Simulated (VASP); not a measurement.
Runs of VASP 6.6.1 on Mg4O. The structure is that of space group Pm-3m (No. 221), or close to it. The cells are those of the table. 

```csv
task,spin,cell,k mesh,cutoff (eV),gap on the mesh (eV),pressure (GPa),moment (μB)
relaxation of cell and atoms,off,"relaxed from a = 4.096 Å, 5 atoms",4 × 4 × 4,600,none,0.1,-
relaxation of cell and atoms,off,"relaxed from a = 4.422 Å, 5 atoms",8 × 8 × 8,600,none,-0.1,-
single point,off,"a = 4.096 Å, 5 atoms",4 × 4 × 4,520,none,21.0,-
single point,off,"a = 4.422 Å, 5 atoms",4 × 4 × 4,520,none,-0.1,-
single point,off,"a = 4.427 Å, 5 atoms",8 × 8 × 8,520,none,(a),-
single point,"collinear, ferromagnetic start","a = 4.096 Å, 5 atoms",4 × 4 × 4,520,none,21.0,0.00
single point,"collinear, ferromagnetic start","a = 4.422 Å, 5 atoms",4 × 4 × 4,520,none,-0.2,0.00
```

Alike in all rows: level PBE; potentials or basis VASP PAW PBE potentials, release 64 (Mg, O); smearing gaussian 0.1 eV.

Q: Estimate the missing entries.

A: (a) -0.3.

Caveats: some runs use coarse meshes; the relaxation stopped at its first step, so nothing moved (some runs).

A gap of «none» marks levels without a gap at the run's occupations.
